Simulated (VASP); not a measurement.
# Na in VASP: single point with PBE

Aim: the single point of Na with PBE.

Everything below comes from runs of VASP 6.6.1. Logs are shortened: lines on timing, memory, paths and dates and some standing lists are left out, and cuts for length are marked.

## (1) The cell of the first run

The cell holds a slab with vacuum, 10 atoms: a = 3.761 Å, b = 10.001 Å, c = 23.856 Å, α = 90.00°, β = 90.00°, γ = 90.00°.

## (2) Single point, PBE

File INCAR:

```
  PREC = Accurate
  ENCUT = 520
  EDIFF = 1E-6
  ISMEAR = 0
  SIGMA = 0.1
  LREAL = False
  LASPH = True
  NELM = 60
  ALGO = Normal
  ISIF = 2
  LWAVE = False
  LCHARG = False
  LDIPOL = True
  IDIPOL = 3
  DIPOL = 0.5 0.5 0.500
  GGA = PE
  NBANDS = 46
```

File KPOINTS:

```
regular mesh
0
Gamma
  9 4 1
```

File POSCAR:

```
Na
1.0
    3.7613360301      0.0000000000      0.0000000000
    0.0000000000     10.0007888818      0.0000000000
    0.0000000000      0.0000000000     23.8558659330
Na
10
Direct
    0.5000000000      0.2024945749      0.3175276902
    0.0000000000      0.9047761081      0.3745122719
    0.5000000000      0.5647019049      0.3716209399
    0.0000000000      0.2745978214      0.4395212442
    0.5000000000      0.9867600493      0.5036423434
    0.0000000000      0.6618700091      0.4963570615
    0.5000000000      0.3740328793      0.5604792813
    0.0000000000      0.0839268102      0.6283784607
    0.5000000000      0.7438519131      0.6254876171
    0.0000000000      0.4461329681      0.6824730898
```

Potentials or basis: VASP PAW PBE potentials, release 64 (Na_pv).

Started as:

```
cat potpaw_PBE.64/Na_pv/POTCAR > POTCAR
mpirun -np 1 vasp_std > vasp.out
```

OUTCAR:

```text
PREC = Accurate
   ENCUT = 520
   EDIFF = 1E-6
   ISMEAR = 0
   LREAL = False
   LASPH = True
   NELM = 60
   ISIF = 2
   GGA = PE

 ion  position               nearest neighbor table
   1  0.500  0.202  0.318-
   2  0.000  0.905  0.375-
   3  0.500  0.565  0.372-
   4  0.000  0.275  0.440-
   5  0.500  0.987  0.504-
   6  0.000  0.662  0.496-
   7  0.500  0.374  0.560-
   8  0.000  0.084  0.628-
   9  0.500  0.744  0.625-
  10  0.000  0.446  0.682-

  LATTYP: Found a simple orthorhombic cell.
 ALAT       =     3.7613360301
 B/A-ratio  =     2.6588395192
 C/A-ratio  =     6.3423915710

  Lattice vectors:

 A1 = (   3.7613360301,   0.0000000000,   0.0000000000)
 A2 = (   0.0000000000,  10.0007888818,   0.0000000000)
 A3 = (   0.0000000000,   0.0000000000,  23.8558659330)

Analysis of symmetry for initial positions (statically):
=====================================================================
 Subroutine PRICEL returns:
 Original cell was already a primitive cell.

 Routine SETGRP: Setting up the symmetry group for a
 simple orthorhombic supercell.

 Subroutine GETGRP returns: Found  4 space group operations
 (whereof  2 operations were pure point group operations)
 out of a pool of  8 trial point group operations.

The static configuration has the point symmetry C_1h.
 The point group associated with its full space group is C_2h.

Analysis of symmetry for dynamics (positions and initial velocities):
=====================================================================
 Subroutine PRICEL returns:
 Original cell was already a primitive cell.

 Routine SETGRP: Setting up the symmetry group for a
 simple orthorhombic supercell.

 Subroutine GETGRP returns: Found  4 space group operations
 (whereof  2 operations were pure point group operations)
 out of a pool of  8 trial point group operations.

The dynamic configuration has the point symmetry C_1h.
 The point group associated with its full space group is C_2h.

 Subroutine INISYM returns: Found  4 space group operations
 (whereof  2 operations are pure point group operations),
 and found     1 'primitive' translations

----------------------------------------------------------------------------------------

                                     Primitive cell

  volume of cell :     897.3701
[... 108 lines left out ...]
   EMIN   =  10.00;   EMAX   =-10.00  energy-range for DOS
   EFERMI =   0.00;   METHOD = LEGACY
   ISMEAR =     0;   SIGMA  =   0.10  broadening in eV -4-tet -1-fermi 0-gaus
   EFERMI_NEDOS =   21; number of points for ismear=-14 and -15
   IALGO  =     38    algorithm
   IMIX   =      4    mixing-type and parameters
     AMIX     =   0.40;   BMIX     =  1.00
     AMIX_MAG =   1.60;   BMIX_MAG =  1.00
  volume/ion in A,a.u.               =      89.74       605.58
  Fermi-wavevector in a.u.,A,eV,Ry     =   0.699493  1.321851  6.657209  0.489291
  Thomas-Fermi vector in A             =   1.783388
   LORBIT       =      0    0 simple, 1 ext, 2 COOP (PROOUT), +10 PAW based schemes
   GGA     = PE    functional components
   LHFCALC =     F    Hartree Fock is set to
   AEXX    =    0.0000 exact exchange contribution
   IVDW    =     0    specifies the selected vdW correction
   LEPSILON=     F    determine dielectric tensor
   LRPA    =     F    only Hartree local field effects (RPA)
 non-spin polarized calculation
 Gauss-broadening in eV      SIGMA  =   0.10
  energy-cutoff  :      520.00
  volume of cell :      897.37
 maximum number of plane-waves:     24256
 NGX is ok and might be reduce to    28
   NGX = 13   NGY = 37   NGZ = 89

 dipolmoment           0.000000      0.000000      0.000000 electrons x Angstroem

 number of electron      69.9999927 magnetization

 dipolmoment           0.000000      0.000000     -0.000001 electrons x Angstroem

 Free energy of the ion-electron system (eV)
  ---------------------------------------------------
  ext. energy  EPLUGINS =         0.00000000
  ---------------------------------------------------
  free energy    TOTEN  =       -12.08041079 eV

  energy without entropy =      -12.05746336  energy(sigma->0) =      -12.06893707

 E-fermi :  -1.4004     XC(G=0):  -3.3540

 val. band max:       -1.4054114924   @ k =   0.4444   0.2500   0.0000
 cond. band min:      -1.3950256261   @ k =   0.2222   0.5000   0.0000
 fundamental gap:      0.0103858663
 Fermi energy:        -1.4003755123

 k-point     1 :       0.0000    0.0000    0.0000
  band No.  band energies     occupation
      1     -26.6913      2.00000
      2     -26.6912      2.00000
      3     -26.6758      2.00000
      4     -26.6758      2.00000
      5     -26.6593      2.00000
      6     -26.6592      2.00000
[... 724 lines left out ...]
     45       1.2910      0.00000
     46       1.4545      0.00000

------------------------ aborting loop because EDIFF is reached ----------------------------------------

 vacuum level on the upper side and lower side of the slab       (xc-potential included)        -0.159        -0.159

  FORCE on cell =-STRESS in cart. coord.  units (eV):
  Direction    XX          YY          ZZ          XY          YZ          ZX
  --------------------------------------------------------------------------------------
  -------------------------------------------------------------------------------------
  Total       -0.3887213     -1.5140150      0.0306302      0.0000000      0.2818868      0.0000000
  in kB       -0.6940286     -2.7031441      0.0546876      0.0000000      0.5032847      0.0000000
  external PRESSURE =      -1.1141617 kB  Pullay stress =       0.0000000 kB

 VOLUME and BASIS-vectors are now :
 -----------------------------------------------------------------------------
  energy-cutoff  :      520.00
  volume of cell :      897.37
      direct lattice vectors                 reciprocal lattice vectors
     3.761336030  0.000000000  0.000000000     0.265862978  0.000000000  0.000000000
     0.000000000 10.000788882  0.000000000     0.000000000  0.099992112  0.000000000
     0.000000000  0.000000000 23.855865933     0.000000000  0.000000000  0.041918411

 POSITION                                       TOTAL-FORCE (eV/Angst)
 -----------------------------------------------------------------------------------
      1.88067      2.02511      7.57490         0.000000     -0.019041      0.003029
      0.00000      9.04847      8.93431         0.000000     -0.007105     -0.000574
      1.88067      5.64746      8.86534         0.000000     -0.012520     -0.013004
      0.00000      2.74619     10.48516         0.000000      0.001180      0.002385
      1.88067      9.86838     12.01482         0.000000      0.011803      0.001047
      0.00000      6.61922     11.84103         0.000000     -0.011803     -0.001047
      1.88067      3.74062     13.37072         0.000000     -0.001180     -0.002385
      0.00000      0.83933     14.99051         0.000000      0.012520      0.013004
      1.88067      7.43911     14.92155         0.000000      0.007105      0.000574
      0.00000      4.46168     16.28099         0.000000      0.019041     -0.003029
 -----------------------------------------------------------------------------------
    total drift:                                0.000000     -0.003441      0.000445

  FREE ENERGIE OF THE ION-ELECTRON SYSTEM (eV)
  ---------------------------------------------------
  free  energy   TOTEN  =       -12.0804107867 eV

  energy  without entropy=      -12.0574633622  energy(sigma->0) =      -12.06893707

 vacuum level on the upper side and lower side of the slab         1.181         1.181
```

Wall time 20 min (1 thread of Intel Xeon 8259CL, shared host); peak memory 0.99 GiB.

Results:

```yaml
Free_energy: -12.0804 eV
Largest_force: 0.019 eV/Å
Band_gap_on_the_k_mesh: zero (bands 35 and 36 overlap by 1.37 eV)
```

Forces in eV/Å, atoms in the order of the input:
```
Na   0.000 -0.019  0.003
Na   0.000 -0.007 -0.001
Na   0.000 -0.013 -0.013
Na   0.000  0.001  0.002
Na   0.000  0.012  0.001
Na   0.000 -0.012 -0.001
Na   0.000 -0.001 -0.002
Na   0.000  0.013  0.013
Na   0.000  0.007  0.001
Na   0.000  0.019 -0.003
```
